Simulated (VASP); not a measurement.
# NdMo (R-3m) in VASP: further runs, part 2 of 2

VASP 6.6.1.

**4. Relaxation of cell and atoms, PBE**

This run uses another cell than the first one, of 23.99 Å³/atom.

INCAR

```
  ALGO = Normal
  EDIFF = 1E-7
  EDIFFG = -0.08
  ENCUT = 500
  GGA = PE
  GGA_COMPAT = F
  IBRION = 2
  ISIF = 3
  ISMEAR = 0
  LASPH = T
  LCHARG = F
  LMAXMIX = 6
  LREAL = F
  LWAVE = F
  NELM = 200
  NELMIN = 4
  NSW = 36
  PREC = Accurate
  SIGMA = 0.2
```

KPOINTS

```
k-points
0
Gamma
  5 5 5
```

POSCAR

```
NdMo
1.0
    2.3236133100      1.3415387700      5.1316409200
   -2.3236133100      1.3415387700      5.1316409200
    0.0000000000     -2.6830775400      5.1316409200
Nd Mo
2 2
Direct
    0.1514934400      0.1514934400      0.1514934400
    0.8485065600      0.8485065600      0.8485065600
    0.6836178800      0.6836178800      0.6836178800
    0.3163821200      0.3163821200      0.3163821200
```

Run with:

```console
$ cat potpaw_PBE.64/Nd_3/POTCAR potpaw_PBE.64/Mo_sv/POTCAR > POTCAR
$ mpirun -np 1 vasp_std > vasp.out
```

Wall time 22 min (1 thread of Intel Xeon 6975P-C (Granite Rapids), shared host); peak memory 0.34 GiB.

Results (log left out):

```yaml
Free_energy: -29.7701 eV
Relaxed_volume: 27.73 Å³/atom
Relaxed_cell: a = 7.406 Å, b = 7.406 Å, c = 7.406 Å, α = 33.62°, β = 33.62°, γ = 33.62°
Space_group_after_relaxing_to_0.1_Å: R-3m (No. 166)
Energy_gained_by_relaxing: 1235.6 meV/atom
Ionic_steps: 30
Pressure_after_relaxing: 0.3 GPa
Largest_force_after_relaxing: 0.052 eV/Å
Band_gap_on_the_k_mesh: zero (bands 25 and 26 overlap by 0.60 eV)
```

Forces on the atoms (eV/Å):
```
Nd   0.000  0.000  0.030
Nd   0.000  0.000 -0.030
Mo   0.000  0.000 -0.052
Mo   0.000  0.000  0.052
```

Stress tensor (GPa, compression positive):
```
0.37 0.00 0.00
0.00 0.37 0.00
0.00 0.00 0.14
```

The path:
```csv
step,energy change (eV),largest force (eV/Å),pressure (GPa),volume (Å³)
1,0.0000,4.2053,5.77,95.98
2,-2.3085,3.1312,-7.15,108.50
3,-2.6335,2.3978,-10.63,114.15
4,-4.1825,1.4062,-3.29,99.43
5,-4.3901,0.6215,6.77,90.54
6,-4.4233,0.5115,3.29,93.03
7,-4.4237,0.5236,3.81,92.63
8,-4.5980,0.4051,2.27,94.99
9,-4.6405,0.6961,0.72,98.48
10,-4.6659,0.4147,1.22,97.10
11,-4.7290,0.2346,-0.99,99.56
12,-4.7362,0.3198,-2.05,100.85
13,-4.7741,0.3994,-0.86,99.97
14,-4.7857,0.4697,0.27,99.19
15,-4.7995,0.3945,0.47,99.42
16,-4.8285,0.1542,1.13,100.13
17,-4.8224,0.5208,2.67,101.50
18,-4.8365,0.2777,1.79,100.74
19,-4.8452,0.2744,1.32,101.56
20,-4.8605,0.2706,0.01,104.03
21,-4.8480,0.2846,-2.22,109.07
22,-4.8623,0.2755,-0.67,105.49
23,-4.8723,0.2521,-0.64,105.88
24,-4.8988,0.1667,-0.50,106.99
25,-4.9334,0.0712,-0.03,109.01
26,-4.8709,0.5701,1.59,112.30
27,-4.9354,0.2133,0.36,109.72
28,-4.9415,0.1308,-0.30,111.29
29,-4.9416,0.1208,-0.38,111.47
30,-4.9423,0.0524,0.29,110.93
```

Final structure:
```xyz
4
Lattice="2.1417 1.2365 6.9814 -2.1417 1.2365 6.9814 0.0000 -2.4730 6.9814" Properties=species:S:1:pos:R:3 pbc="T T T"
Nd    0.0000    0.0000    1.9993
Nd    0.0000    0.0000   18.9448
Mo    0.0000    0.0000   13.7003
Mo    0.0000    0.0000    7.2438
```

Levels at points of the mesh, in eV from the Fermi level:
| k point | band 23 | band 24 | band 25 | band 26 | band 27 | band 28 |
| --- | --- | --- | --- | --- | --- | --- |
| (0.00, 0.00, 0.00) | -1.19 | -0.75 | -0.75 | 0.37 | 0.52 | 0.52 |

Caveat: the volume moved by over 15 % at a fixed basis, so the end points are rough; spin-orbit coupling is left out, which moves the levels of the heavy elements; the 4f electrons are frozen in the core, so they carry no moment and show no levels; the relaxation stopped at a loose force limit of 0.08 eV/Å, so its end isn't a converged minimum. Spin polarisation is off, so any magnetic state and its effect on volume and gap are missing.

**5. Single point, PBE (29.28 Å³/atom)**

This run uses another cell than the first one, of 29.28 Å³/atom.

INCAR

```
SYSTEM = NdMo
ALGO = Normal
EDIFF = 1E-6
ENCUT = 500
GGA = PE
GGA_COMPAT = .FALSE.
ISIF = 2
ISMEAR = 0
LASPH = .TRUE.
LCHARG = .FALSE.
LMAXMIX = 6
LREAL = .FALSE.
LWAVE = .FALSE.
NBANDS = 33
NELM = 200
PREC = Accurate
SIGMA = 0.1
```

KPOINTS

```
k-points
0
G
  12 12 12
  0 0 0
```

POSCAR

```
NdMo
1.0
    2.1748736389      1.2556638809      7.1486870324
   -2.1748736389      1.2556638809      7.1486870324
    0.0000000000     -2.5113277617      7.1486870324
Nd Mo
2 2
Direct
    0.0936956289      0.0936956289      0.0936956289
    0.9063043711      0.9063043711      0.9063043711
    0.6792960009      0.6792960009      0.6792960009
    0.3207039991      0.3207039991      0.3207039991
```

Run with:

```console
$ cat potpaw_PBE.64/Nd_3/POTCAR potpaw_PBE.64/Mo_sv/POTCAR > POTCAR
$ mpirun -np 1 vasp_std > vasp.out
```

It took 18 min on 1 thread of AMD EPYC 9R45 (Zen 5), shared host; peak memory 0.79 GiB.

The run converged. Its results:

* Free energy: -29.8979 eV
* Pressure: -2.7 GPa
* Largest force: 0.030 eV/Å
* Band gap on the k mesh: zero (bands 25 and 26 overlap by 0.70 eV)

Forces in eV/Å, atoms in the order of the input:
```
Nd   0.000  0.000  0.019
Nd   0.000  0.000 -0.019
Mo   0.000  0.000  0.030
Mo   0.000  0.000 -0.030
```

Levels at points of the mesh, in eV from the Fermi level:
| k point | band 21 | band 22 | band 23 | band 24 | band 25 | band 26 | band 27 | band 28 | band 29 | band 30 |
| --- | --- | --- | --- | --- | --- | --- | --- | --- | --- | --- |
| (0.00, 0.00, 0.00) | -1.42 | -1.09 | -1.09 | -0.83 | -0.83 | 0.30 | 0.65 | 0.87 | 0.87 | 2.22 |
| (0.50, 0.00, 0.00) | -1.78 | -1.67 | -1.26 | -0.56 | 0.12 | 1.05 | 1.13 | 1.43 | 1.66 | 1.67 |
| (0.50, 0.50, 0.00) | -1.62 | -1.61 | -1.38 | -0.72 | 0.24 | 0.84 | 0.85 | 1.42 | 1.67 | 1.67 |
| (0.50, 0.50, 0.50) | -2.40 | -1.04 | -1.04 | -0.71 | -0.71 | 0.42 | 0.55 | 0.55 | 1.81 | 2.61 |

Caveat: spin-orbit coupling is left out, which moves the levels of the heavy elements; the 4f electrons are frozen in the core, so they carry no moment and show no levels. Spin polarisation is off, so any magnetic state and its effect on volume and gap are missing.

**6. Single point, PBE**

This run uses another cell than the first one: it holds 8 atoms, not 4.

INCAR

```
  ALGO = Normal
  EDIFF = 1E-6
  ENCUT = 500
  GGA = PE
  GGA_COMPAT = F
  ISIF = 2
  ISMEAR = 0
  LASPH = T
  LCHARG = F
  LMAXMIX = 6
  LREAL = F
  LWAVE = F
  NBANDS = 60
  NELM = 200
  PREC = Accurate
  SIGMA = 0.2
```

KPOINTS

```
k-points
0
Gamma
  6 6 4
```

POSCAR

```
NdMo
1.0
   -2.1566093343     -3.7353569391      0.0000000000
    0.0000000000      2.4902379594     -6.6093491751
    6.4698280029     -3.7353569391      0.0000000000
Nd Mo
4 4
Direct
    0.8505037866      0.7010075732      0.9501679289
    0.3505037866      0.7010075732      0.4501679289
    0.6494962134      0.2989924268      0.5498320711
    0.1494962134      0.2989924268      0.0498320711
    0.9789232998      0.9578465995      0.6596410999
    0.4789232998      0.9578465995      0.1596410999
    0.5210767002      0.0421534005      0.8403589001
    0.0210767002      0.0421534005      0.3403589001
```

Potentials or basis: VASP PAW PBE potentials, release 64 (Nd_3, Mo_sv), 4f in core.

Run with:

```console
$ cat potpaw_PBE.64/Nd_3/POTCAR potpaw_PBE.64/Mo_sv/POTCAR > POTCAR
$ mpirun -np 1 vasp_std > vasp.out
```

Run time: 5.7 min. Hardware: 1 thread of AMD EPYC 9R45 (Zen 5), shared host; peak memory 0.54 GiB.

The run converged. Its results:

| Item | Value |
| --- | --- |
| Free energy | -60.0661 eV |
| Pressure | 0.3 GPa |
| Largest force | 0.034 eV/Å |
| Band gap on the k mesh | zero (bands 50 and 51 overlap by 0.67 eV) |

Forces in eV/Å, atoms in the order of the input:
```
Nd   0.008 -0.004  0.016
Nd   0.008 -0.004  0.016
Nd  -0.008  0.004 -0.016
Nd  -0.008  0.004 -0.016
Mo   0.027 -0.016 -0.012
Mo   0.027 -0.016 -0.012
Mo  -0.027  0.016  0.012
Mo  -0.027  0.016  0.012
```

Stress tensor (GPa, compression positive):
```
 0.28  0.02  0.07
 0.02  0.30 -0.04
 0.07 -0.04  0.31
```

Levels at points of the mesh, in eV from the Fermi level:
```tsv
k point	band 47	band 48	band 49	band 50	band 51	band 52	band 53	band 54
(0.00, 0.00, 0.00)	-0.91	-0.91	-0.69	0.18	0.21	0.95	0.95	1.13
(0.50, 0.00, 0.00)	-0.39	-0.39	-0.34	-0.34	0.24	0.24	0.63	0.63
(0.00, 0.50, 0.00)	-0.71	-0.65	-0.65	0.37	0.39	0.39	0.40	0.67
(0.00, 0.00, 0.50)	-0.89	-0.89	-0.15	-0.15	0.04	0.04	0.79	0.79
(0.50, 0.00, 0.50)	-0.71	-0.69	0.21	0.37	0.67	0.89	1.13	1.32
(0.00, 0.50, 0.50)	-0.75	-0.75	-0.37	-0.37	-0.28	-0.28	0.74	0.74
```

Caveat: spin-orbit coupling is left out, which moves the levels of the heavy elements; the 4f electrons are frozen in the core, so they carry no moment and show no levels.

**7. The runs side by side**

```csv
task,cell,k mesh,smearing,gap on the mesh (eV),pressure (GPa),largest force (eV/Å)
single point,"a = 6.515 Å, angles 37.9°, 4 atoms, atomic positions A",12 × 12 × 12,gaussian 0.1 eV,none,8.5,0.03
single point,"a = 7.056 Å, angles 35.6°, 4 atoms, atomic positions B",6 × 6 × 6,gaussian 0.1 eV,none,0.5,0.13
relaxation of cell and atoms,"relaxed from a = 5.791 Å, angles 47.3°, 4 atoms, atomic positions C",5 × 5 × 5,gaussian 0.2 eV,none,0.3,0.05
single point,"a = 7.577 Å, angles 33.4°, 4 atoms, atomic positions D",12 × 12 × 12,gaussian 0.1 eV,none,-2.7,0.03
single point,"a = 4.313, b = 7.063, c = 7.471 Å, angles 100.2, 90.0, 107.8°, 8 atoms, atomic positions E",6 × 6 × 4,gaussian 0.2 eV,none,0.3,0.03
```

Alike in all rows: level PBE; potentials or basis VASP PAW PBE potentials, release 64 (Nd_3, Mo_sv), 4f in core; no spin polarisation; cutoff (eV) 500.

Caveats: spin-orbit coupling is left out, which moves the levels of the heavy elements; the 4f electrons are frozen in the core, so they carry no moment and show no levels; the cell stands under pressure (at least some runs); the volume moved by over 15 % at a fixed basis, so the end points are rough (at least some runs); the relaxation stopped at a loose force limit of 0.08 eV/Å, so its end isn't a converged minimum (at least some runs).

Total energies depend on the potentials used, so only differences within one code and one set of settings carry meaning.
